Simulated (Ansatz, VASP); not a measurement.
**Two plane-wave programs on Mg3Se**

```
Mg Se
1.0
     4.49008    0.00000    0.00000
     0.00000    4.49008    0.00000
     0.00000    0.00000    4.40625
Mg Se
3 1
Direct
  0.00000 0.50000 0.00000
  0.50000 0.00000 0.00000
  0.50000 0.50000 0.50000
  0.00000 0.00000 0.50000
```

Change from the starting cell: species swapped into the YMg3 type (P4/mmm, No. 123).

Alike in both runs: task relaxation of cell and atoms; functional PBE; k mesh 10 × 10 × 10; occupations gaussian, width 0.1 eV; no spin polarisation.

```csv
,VASP,Ansatz
version,VASP 6.6.1,Ansatz 0.2.0
potentials or method,"VASP PAW PBE potentials, release 64 (Mg, Se), cutoff 600 eV","scalar-relativistic, plane waves, PAW"
valence electrons in the cell,12,46
```

```csv
,VASP,Ansatz,Ansatz less VASP
"gap on the k mesh at the Fermi level, each at its own relaxed structure (eV)",none,none,-
relaxed volume (Å³/atom),22.15,22.19,+0.042
relaxed cell length with the largest relative difference (Å),4.405,4.459,+0.0540
```

A gap of «none» marks a metal or a gap that the smearing closes. VASP's potentials hold 12 valence electrons a cell and Ansatz's 46, so a difference there can come from the potentials and not from the codes.
